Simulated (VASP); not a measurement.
Write the native input for VASP 6.6.1 that does the following.

```yaml
Task: electric field gradients
Functional: LDA
Potentials_or_basis: VASP PAW LDA potentials, release 64 (Zr_sv, B)
Cutoff: 520 eV
k_mesh: 12 × 12 × 9
Occupations: fermi-dirac, width 0.05 eV
Spin: no spin polarisation
Dipole_correction: no
Further_INCAR_settings: ALGO = Normal; EDIFF = 1e-08; NBANDS = 16
```

The structure of ZrB2 lies in POSCAR:

```
ZrB2
1.0
    3.1966498238      0.0000000000      0.0000000000
   -1.5983249119      2.7683799544      0.0000000000
    0.0000000000      0.0000000000      3.5200000000
Zr B
1 2
Direct
    0.0000000000      0.0000000000      0.0000000000
    0.3333333333      0.6666666667      0.5000000000
    0.6666666667      0.3333333333      0.5000000000
```

This cell differs from its parent crystal: equal xx and yy strain of +1 %.

These files were run (other wordings do the same):

INCAR

```
PREC     = Accurate       # precision mode
ENCUT    = 520            # plane-wave cutoff, eV
EDIFF    = 1E-8           # SCF threshold, eV
ISMEAR   = -1             # smearing method
SIGMA    = 0.05           # smearing width, eV
LREAL    = False          # projectors in reciprocal space
LASPH    = True           # aspherical terms in the spheres
NELM     = 60             # most SCF steps
ALGO     = Normal         # electronic algorithm
ISIF     = 2              # what is computed and relaxed
LWAVE    = False          # write WAVECAR
LCHARG   = False          # write CHGCAR
LEFG     = True         
NBANDS   = 16             # bands
```

KPOINTS

```
Automatic mesh
0
Gamma
  12 12 9
```

Potentials or basis: VASP PAW LDA potentials, release 64 (Zr_sv, B).

Command:

```console
$ cat potpaw_LDA.64/Zr_sv/POTCAR potpaw_LDA.64/B/POTCAR > POTCAR
$ mpirun -np 1 vasp_std > vasp.out
```

Results of the run:

```yaml
Pressure: -11.4 GPa
Band_gap_on_the_k_mesh: zero (bands 9 and 10 overlap by 1.12 eV)
Largest_electric_field_gradient_by_atom: Zr +43.0; B +1.2 V/Å²
```

Caveat: the cell differs from its parent crystal (equal xx and yy strain of +1 %); the cell stands under tension; without QUAD_EFG the Cq values of the log hold for a quadrupole moment of 1 mb, not for the nuclei.

It took 20 s on 1 thread of Intel(R) Xeon(R) Platinum 8488C (Sapphire Rapids), with other jobs on the host, peak memory 0.16 GiB.
